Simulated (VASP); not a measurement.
Set up this calculation in VASP 6.6.1, as the native input.

| Item | Value |
| --- | --- |
| Task | single point |
| Functional | PBEsol |
| Potentials or basis | VASP PAW PBE potentials, release 64 (Te, Pb_d) |
| Cutoff | 520 eV |
| k mesh | 1 × 1 × 13 |
| Occupations | gaussian, width 0.05 eV |
| Spin | collinear spin, ferromagnetic start |
| Starting moments | [0.5, 0.5] μB |
| Dipole correction | no |
| Further INCAR settings | ALGO = Normal; EDIFF = 1e-06; NBANDS = 21 |

The structure of TePb lies in POSCAR:

```
TePb
1.0
   10.3000000000      0.0000000000      0.0000000000
    0.0000000000      9.3000000000      0.0000000000
    0.0000000000      0.0000000000      4.0941304539
Te Pb
1 1
Direct
    0.4045648815      0.5000000000      0.0000000000
    0.5954351185      0.5000000000      0.5000000000
```

These files were run (other wordings do the same):

INCAR

```
ALGO     = Normal         # electronic algorithm
EDIFF    = 1E-6           # SCF threshold, eV
ENCUT    = 520            # plane-wave cutoff, eV
GGA      = PS             # functional
ISIF     = 2              # what is computed and relaxed
ISMEAR   = 0              # smearing method
ISPIN    = 2              # spin polarisation
LASPH    = T              # aspherical terms in the spheres
LCHARG   = F              # write CHGCAR
LORBIT   = 11             # projections on sites
LREAL    = F              # projectors in reciprocal space
LWAVE    = F              # write WAVECAR
MAGMOM   = 0.5 0.5        # initial moments
NBANDS   = 21             # bands
NELM     = 150            # most SCF steps
PREC     = Accurate       # precision mode
SIGMA    = 0.05           # smearing width, eV
```

KPOINTS

```
k-points
0
Gamma
  1 1 13
```

Potentials or basis: VASP PAW PBE potentials, release 64 (Te, Pb_d).

Run with:

```bash
$ cat potpaw_PBE.64/Te/POTCAR potpaw_PBE.64/Pb_d/POTCAR > POTCAR
$ mpirun -np 1 vasp_std > vasp.out
```

Results of the run:

| Item | Value |
| --- | --- |
| Largest force | 0.026 eV/Å |
| Band gap on the k mesh | 1.70 eV, direct |
| Net moment | 0.00 μB per cell |
| Valence electrons inside the program's atomic spheres | Te 3.38; Pb 11.95 |

Caveat: the PAW data sets were made with another functional, which shifts forces and pressure a little; spin-orbit coupling is left out, which moves the levels of the heavy elements.

It took 3.3 min on 1 thread of Intel(R) Xeon(R) Platinum 8488C (Sapphire Rapids), on a shared host, peak memory 0.58 GiB.
